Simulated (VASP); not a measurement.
A run of VASP 6.6.1 is set up as follows.

INCAR

```
SYSTEM = LiHF2
PREC     = Accurate       ! precision mode
ENCUT    = 520            ! plane-wave cutoff, eV
EDIFF    = 1E-7           ! SCF threshold, eV
ISMEAR   = 0              ! smearing method
SIGMA    = 0.1            ! smearing width, eV
LREAL    = Auto         
LASPH    = .True.         ! aspherical terms in the spheres
NELM     = 100            ! most SCF steps
ALGO     = Normal         ! electronic algorithm
ISIF     = 2              ! what is computed and relaxed
LWAVE    = .False.        ! write WAVECAR
LCHARG   = .False.        ! write CHGCAR
GGA      = PS             ! functional
NBANDS   = 50             ! bands
ISYM     = 0
```

File KPOINTS:

```
regular mesh
0
Gamma
  3 3 3
  0 0 0
```

File POSCAR:

```
LiHF2
1.0
   -2.9339671748     -1.6939267382      4.3666887241
    2.9339671748     -1.6939267382      4.3666887241
    0.0000000000      3.3878534764      4.3666887241
Li H F
4 4 8
Direct
    0.0000000000      0.0000000000      0.0000000000
    0.5000000000      0.5000000000      0.0000000000
    0.5000000000      0.0000000000      0.5000000000
    0.0000000000      0.5000000000      0.5000000000
    0.5000000000      0.5000000000      0.5000000000
    0.0000000000      0.0000000000      0.5000000000
    0.0000000000      0.5000000000      0.0000000000
    0.5000000000      0.0000000000      0.0000000000
    0.4133018800      0.4133018800      0.4133018800
    0.9133018800      0.9133018800      0.4133018800
    0.9133018800      0.4133018800      0.9133018800
    0.4133018800      0.9133018800      0.9133018800
    0.5866981200      0.5866981200      0.5866981200
    0.0866981200      0.0866981200      0.5866981200
    0.0866981200      0.5866981200      0.0866981200
    0.5866981200      0.0866981200      0.0866981200
```

Potentials or basis: VASP PAW PBE potentials, release 64 (Li_sv, H, F).

Launch:

```console
$ cat potpaw_PBE.64/Li_sv/POTCAR potpaw_PBE.64/H/POTCAR potpaw_PBE.64/F/POTCAR > POTCAR
$ mpirun -np 1 vasp_std > vasp.out
```

Question: Estimate the band gap on the k mesh.

Answer: 8.30 eV.

Question: Estimate the largest force.

Answer: 0.133 eV/Å.

Forces in eV/Å, atoms in the order of the input:
```
Li   0.000  0.000  0.000
Li   0.000  0.000  0.000
Li   0.000  0.000  0.000
Li   0.000  0.000  0.000
H    0.000  0.000  0.000
H    0.000  0.000  0.000
H    0.000  0.000  0.000
H    0.000  0.000  0.000
F    0.000  0.000 -0.133
F    0.000  0.000 -0.133
F    0.000  0.000 -0.133
F    0.000  0.000 -0.133
F    0.000  0.000  0.133
F    0.000  0.000  0.133
F    0.000  0.000  0.133
F    0.000  0.000  0.133
```

Caveat: the k points lie up to 0.44 Å⁻¹ apart; the PAW data sets were made with another functional, which shifts forces and pressure a little. A k mesh can miss the band edges.
